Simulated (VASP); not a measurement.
Runs of VASP 6.6.1 on Ga. The structure is that of space group Im-3m (No. 229), or close to it. The cells are those of the table. This isn't the form of Ga at room conditions, which is orthorhombic.

```csv
spin,cell,k mesh,gap on the mesh (eV),pressure (GPa)
off,"a = 2.708 Å, angles 109.5°, 1 atom",15 × 15 × 15,none,(a)
off,"a = 2.826 Å, angles 109.5°, 1 atom",22 × 22 × 22,none,0.1
"non-collinear, zero start, SOC","a = 2.826 Å, angles 109.5°, 1 atom",13 × 13 × 13,-,(c)
off,"a = 2.788 Å, angles 109.5°, 1 atom",15 × 15 × 15,none,(b)
off,"a = 2.864 Å, angles 109.5°, 1 atom",15 × 15 × 15,none,-2.3
off,"a = 2.749 Å, angles 109.5°, 1 atom",15 × 15 × 15,none,6.6
off,"a = 2.900 Å, angles 109.5°, 1 atom",15 × 15 × 15,none,-4.1
off,"a = 2.935 Å, angles 109.5°, 1 atom",15 × 15 × 15,none,-5.5
```

Alike in all rows: task single point; level LDA; potentials or basis VASP PAW LDA potentials, release 64 (Ga_d); cutoff (eV) 520; smearing fermi-dirac 0.1 eV.

Q: Estimate the missing entries.

A: (a) 11.3; (b) 2.9; (c) 0.3.

Caveats: the cell stands under pressure (at least some runs); the cell stands under tension (at least some runs).

A k mesh can miss the band edges, and rows without SOC leave out spin-orbit coupling on Ga.

A gap of «none» marks levels without a gap at the run's occupations.
